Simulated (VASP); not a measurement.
# C in VASP: notebook, part 3 of 3

VASP 6.6.1.

### Step 5. Single point, LDA

This run uses another cell than the first one, of 8.62 Å³/atom, 1.140 times its volume.

File INCAR:

```
SYSTEM = C
PREC = Accurate
ENCUT = 520
EDIFF = 1E-7
ISMEAR = 0
SIGMA = 0.02
LREAL = .False.
LASPH = .True.
NELM = 80
ALGO = Normal
ISIF = 2
LWAVE = .False.
LCHARG = .False.
GGA = CA
NBANDS = 11
```

File KPOINTS:

```
regular mesh
0
Gamma
  14 14 8
  0 0 0
```

File POSCAR:

```
C
1.0
    2.1172982844     -1.2224340469     -0.0115975247
    2.1172982844      1.2224340469     -0.0115975247
   -1.3916690928      0.0000000000      3.3373019203
C
2
Direct
    0.8333830096      0.8333830096      0.0001497828
    0.1666169904      0.1666169904      0.9998502172
```

Potentials or basis: VASP PAW LDA potentials, release 64 (C).

Command:

```
> cat potpaw_LDA.64/C/POTCAR > POTCAR
> mpirun -np 1 vasp_std > vasp.out
```

OUTCAR:

```text
SYSTEM = C
   PREC = Accurate
   ENCUT = 520
   EDIFF = 1E-7
   ISMEAR = 0
   LREAL = .False.
   LASPH = .True.
   NELM = 80
   ISIF = 2
   GGA = CA

 ion  position               nearest neighbor table
   1  0.833  0.833  0.000-   2 1.41   2 1.41   2 1.41
   2  0.167  0.167  1.000-   1 1.41   1 1.41   1 1.41

  LATTYP: Found a base centered monoclinic cell.
 ALAT       =     4.2346600939
 B/A-ratio  =     0.5773469510
 C/A-ratio  =     0.8538687405
 COS(beta)  =    -0.3899305657

  Lattice vectors:

 A1 = (   2.1172982844,  -1.2224340469,  -0.0115975247)
 A2 = (   2.1172982844,   1.2224340469,  -0.0115975247)
 A3 = (  -1.3916690928,   0.0000000000,   3.3373019203)

Analysis of symmetry for initial positions (statically):
=====================================================================
 Subroutine PRICEL returns:
 Original cell was already a primitive cell.

 Routine SETGRP: Setting up the symmetry group for a
 base centered monoclinic supercell.

 Subroutine GETGRP returns: Found  4 space group operations
 (whereof  4 operations were pure point group operations)
 out of a pool of  4 trial point group operations.

The static configuration has the point symmetry C_2h.

Analysis of symmetry for dynamics (positions and initial velocities):
=====================================================================
 Subroutine PRICEL returns:
 Original cell was already a primitive cell.

 Routine SETGRP: Setting up the symmetry group for a
 base centered monoclinic supercell.

 Subroutine GETGRP returns: Found  4 space group operations
 (whereof  4 operations were pure point group operations)
 out of a pool of  4 trial point group operations.

The dynamic configuration has the point symmetry C_2h.

 Subroutine INISYM returns: Found  4 space group operations
 (whereof  4 operations are pure point group operations),
 and found     1 'primitive' translations

----------------------------------------------------------------------------------------

                                     Primitive cell

  volume of cell :      17.2361

  direct lattice vectors                    reciprocal lattice vectors
     2.117298284 -1.222434047 -0.011597525     0.236690641 -0.409020021  0.098701004
     2.117298284  1.222434047 -0.011597525     0.236690641  0.409020021  0.098701004
    -1.391669093  0.000000000  3.337301920     0.001645057  0.000000000  0.300329248

  length of vectors
     2.444878632  2.444878632  3.615843881     0.482764669  0.482764669  0.300333753

  position of ions in fractional coordinates (direct lattice)
     0.833383010  0.833383010  0.000149783
     0.166616990  0.166616990  0.999850217

  ion indices of the primitive-cell ions
   primitive index   ion index
                 1           1
                 2           2

----------------------------------------------------------------------------------------

 KPOINTS: regular mesh

Automatic generation of k-mesh.
 Grid dimensions read from file:
 generate k-points for:   14   14    8

 Generating k-lattice:

  Cartesian coordinates                     Fractional coordinates (reciprocal lattice)
     0.016906474 -0.029215716  0.007050072     0.071428571 -0.000000000  0.000000000
     0.016906474  0.029215716  0.007050072    -0.000000000  0.071428571  0.000000000
     0.000205632  0.000000000  0.037541156     0.000000000  0.000000000  0.125000000

  Length of vectors
     0.034483191  0.034483191  0.037541719

  Shift w.r.t. Gamma in fractional coordinates (k-lattice)
     0.000000000  0.000000000  0.000000000

 Subroutine IBZKPT returns following result:
 ===========================================

 Found    429 irreducible k-points:

 Following reciprocal coordinates:
            Coordinates               Weight
  0.000000  0.000000  0.000000      1.000000
  0.071429  0.000000 -0.000000      4.000000
  0.142857  0.000000  0.000000      4.000000
  0.214286  0.000000  0.000000      4.000000
  0.285714  0.000000 -0.000000      4.000000
  0.357143 -0.000000  0.000000      4.000000
[... 16 lines left out ...]
  0.214286  0.142857 -0.000000      4.000000
  0.285714  0.142857 -0.000000      4.000000
 [... further k-points ...]
   k-points           NKPTS =    429   k-points in BZ     NKDIM =    429   number of bands    NBANDS=     11
   number of dos      NEDOS =    301   number of ions     NIONS =      2
   total plane-waves  NPLWV =   9072
   dimension x,y,z NGX =    18 NGY =   18 NGZ =   28
   dimension x,y,z NGXF=    36 NGYF=   36 NGZF=   56
   ions per type =               2
   NGX,Y,Z   is equivalent  to a cutoff of  12.24, 12.24, 12.87 a.u.
   NGXF,Y,Z  is equivalent  to a cutoff of  24.48, 24.48, 25.75 a.u.
 SYSTEM =  C
   PREC   = accura    normal or accurate (medium, high low for compatibility)
   ISTART =      0    job   : 0-new  1-cont  2-samecut
   ICHARG =      2    charge: 1-file 2-atom 10-const
   ISPIN  =      1    spin polarized calculation?
   LNONCOLLINEAR =      F non collinear calculations
   LSORBIT =      F    spin-orbit coupling
   LASPH  =      T    aspherical Exc in radial PAW
   ENCUT  =  520.0 eV  38.22 Ry    6.18 a.u.   4.55  4.55  6.72*2*pi/ulx,y,z
   NELM   =     80;   NELMIN=  2; NELMDL= -5     # of ELM steps
   EDIFF  = 0.1E-06   stopping-criterion for ELM
   LREAL  =      F    real-space projection
   EDIFFG = 0.1E-05   stopping-criterion for IOM
   NSW    =      0    number of steps for IOM
   IBRION =     -1    ionic relax: 0-MD 1-quasi-New 2-CG
   NFREE  =      0    steps in history (QN), initial steepest desc. (CG)
   ISIF   =      2    stress and relaxation
   ISYM   =      2    0-nonsym 1-usesym 2-fastsym
   POTIM  = 0.5000    time-step for ionic-motion
   TEBEG  =    0.0;   TEEND  =   0.0 temperature during run
   PSTRESS=    0.0 pullay stress
   NELECT =       8.0000    total number of electrons
   NUPDOWN=      -1.0000    fix difference up-down
   EMIN   =  10.00;   EMAX   =-10.00  energy-range for DOS
   EFERMI =   0.00;   METHOD = LEGACY
   ISMEAR =     0;   SIGMA  =   0.02  broadening in eV -4-tet -1-fermi 0-gaus
   EFERMI_NEDOS =   21; number of points for ismear=-14 and -15
   IALGO  =     38    algorithm
   IMIX   =      4    mixing-type and parameters
     AMIX     =   0.40;   BMIX     =  1.00
     AMIX_MAG =   1.60;   BMIX_MAG =  1.00
  volume/ion in A,a.u.               =       8.62        58.16
  Fermi-wavevector in a.u.,A,eV,Ry     =   1.267530  2.395284 21.859556  1.606632
  Thomas-Fermi vector in A             =   2.400673
   LORBIT       =      0    0 simple, 1 ext, 2 COOP (PROOUT), +10 PAW based schemes
   GGA     = CA    functional components
   LHFCALC =     F    Hartree Fock is set to
   AEXX    =    0.0000 exact exchange contribution
   IVDW    =     0    specifies the selected vdW correction
   LEPSILON=     F    determine dielectric tensor
   LRPA    =     F    only Hartree local field effects (RPA)
 non-spin polarized calculation
 Gauss-broadening in eV      SIGMA  =   0.02
  energy-cutoff  :      520.00
  volume of cell :       17.24
 maximum number of plane-waves:       477
   NGX =  9   NGY =  9   NGZ = 13

 number of electron       8.0000000 magnetization

 Free energy of the ion-electron system (eV)
  ---------------------------------------------------
  ext. energy  EPLUGINS =         0.00000000
  ---------------------------------------------------
  free energy    TOTEN  =       -20.22424653 eV

  energy without entropy =      -20.22424653  energy(sigma->0) =      -20.22424653

 E-fermi :   4.6171     XC(G=0): -10.8530

 val. band max:        4.5151785584   @ k =  -0.3571   0.3571   0.5000
 cond. band min:       5.1651893739   @ k =  -0.3571   0.3571   0.5000
 fundamental gap:      0.6500108154
 Fermi energy:         4.6171425758

 k-point     1 :       0.0000    0.0000    0.0000
  band No.  band energies     occupation
      1     -14.8655      2.00000
      2      -1.8899      2.00000
      3       1.7944      2.00000
      4       1.7945      2.00000
      5       8.6274      0.00000
      6      13.2664      0.00000
      7      13.2664      0.00000
      8      16.3281      0.00000
      9      18.2962      0.00000
     10      27.5124      0.00000
     11      30.3598      0.00000
[... 309 lines left out ...]
 k-point    24 :       0.2857    0.1429   -0.0000
  band No.  band energies     occupation
      1     -13.3471      2.00000
      2      -1.9967      2.00000
      3      -0.9022      2.00000
      4      -0.6762      2.00000
      5      11.3387      0.00000
      6      12.1996      0.00000
      7      14.5430      0.00000
      8      16.4228      0.00000
      9      21.3296      0.00000
     10      22.9568      0.00000
     11      28.7703      0.00000

 [... further k-points ...]
[... 5 lines left out ...]
  --------------------------------------------------------------------------------------
  -------------------------------------------------------------------------------------
  Total        0.1383874      0.1382206     -0.0137361      0.0000000      0.0000000     -0.0011777
  in kB       12.8637441     12.8482400     -1.2768331      0.0000000      0.0000000     -0.1094703
  external PRESSURE =       8.1450503 kB  Pullay stress =       0.0000000 kB

 VOLUME and BASIS-vectors are now :
 -----------------------------------------------------------------------------
  energy-cutoff  :      520.00
  volume of cell :       17.24
      direct lattice vectors                 reciprocal lattice vectors
     2.117298284 -1.222434047 -0.011597525     0.236690641 -0.409020021  0.098701004
     2.117298284  1.222434047 -0.011597525     0.236690641  0.409020021  0.098701004
    -1.391669093  0.000000000  3.337301920     0.001645057  0.000000000  0.300329248

 POSITION                                       TOTAL-FORCE (eV/Angst)
 -----------------------------------------------------------------------------------
      3.52883      0.00000     -0.01883        -0.000112      0.000000      0.000209
     -0.68590      0.00000      3.33294         0.000112      0.000000     -0.000209
 -----------------------------------------------------------------------------------
    total drift:                                0.000000      0.000000     -0.000000

  FREE ENERGIE OF THE ION-ELECTRON SYSTEM (eV)
  ---------------------------------------------------
  free  energy   TOTEN  =       -20.2242465331 eV

  energy  without entropy=      -20.2242465331  energy(sigma->0) =      -20.22424653
```

stdout:

```text
POSCAR found type information on POSCAR C
 POSCAR found :  1 types and       2 ions
 scaLAPACK will be used
 LDA part: xc-table for (Slater(with rela. corr.)+CA(PZ))
 , standard interpolation
 POSCAR, INCAR and KPOINTS ok, starting setup
 FFT: planning ... GRIDC
 FFT: planning ... GRID_SOFT
 FFT: planning ... GRID
 WAVECAR not read
 entering main loop
```

Wall time 83 s (1 thread of Intel Xeon Platinum 8375C at 2.90GHz (Ice Lake), shared host); peak memory 0.16 GiB.

What came out:

```
Free energy            : -20.2242 eV
Pressure               : 0.8 GPa
Band gap on the k mesh : 0.65 eV, direct
```

Stress tensor (GPa, compression positive):
```
 1.29  0.00 -0.01
 0.00  1.28  0.00
-0.01  0.00 -0.13
```

A k mesh can miss the band edges.

### Step 6. Overview

```tsv
cell	k mesh	gap on the mesh (eV)	pressure (GPa)
a = 2.431, b = 2.431, c = 3.272 Å, angles 111.9, 111.9, 60.0°, 2 atoms	14 × 14 × 8	0.09	8.9
a = 2.372, b = 2.372, c = 2.781 Å, angles 115.2, 115.2, 60.0°, 2 atoms	18 × 18 × 18	0.03	61.3
a = 2.439, b = 2.439, c = 3.427 Å, angles 110.8, 110.8, 60.0°, 2 atoms	14 × 14 × 8	0.39	3.8
a = 2.445, b = 2.445, c = 3.616 Å, angles 109.7, 109.7, 60.0°, 2 atoms	14 × 14 × 8	0.65	0.8
```

Alike in all rows: task single point; level LDA; potentials or basis VASP PAW LDA potentials, release 64 (C); no spin polarisation; cutoff (eV) 520; smearing gaussian 0.02 eV.

Total energies depend on the potentials used, so only differences within one code and one set of settings carry meaning.
